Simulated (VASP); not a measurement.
Re: single point with PBE+D3(BJ)

Crystal: Re.

```
Re
1.0
     0.00000    1.94507    1.94507
     1.94507    0.00000    1.94507
     1.94507    1.94507    0.00000
Re
1
Direct
  0.00000 0.00000 0.00000
```

```yaml
Program: VASP 6.6.1
Task: single point
Functional: PBE
Dispersion: D3(BJ)
Potentials_or_basis: VASP PAW PBE potentials, release 64 (Re)
Cutoff: 520 eV
k_mesh: 18 × 18 × 18
Occupations: gaussian, width 0.1 eV
Spin: no spin polarisation
```

| Property | Result |
| --- | --- |
| Pressure | -0.5 GPa |
| Dispersion energy per atom | -0.655 eV |

Levels at points of the mesh, in eV from the Fermi level:
```tsv
k point	band 2	band 3	band 4	band 5	band 6	band 7
(0.00, 0.00, 0.00)	-1.91	-1.91	-1.91	1.28	1.28	13.92
(0.50, 0.00, 0.00)	-2.12	-2.12	0.23	3.83	3.83	9.98
(0.50, 0.50, 0.00)	-5.96	2.81	3.78	4.57	4.57	12.29
```

Wall time 16 s on 1 thread of Intel(R) Xeon(R) Platinum 8488C (Sapphire Rapids), on a shared host, peak memory 0.15 GiB.

Caveat: spin-orbit coupling is left out, which moves the levels of the heavy elements; pairwise dispersion overbinds metals, which lowers pressure and volume.
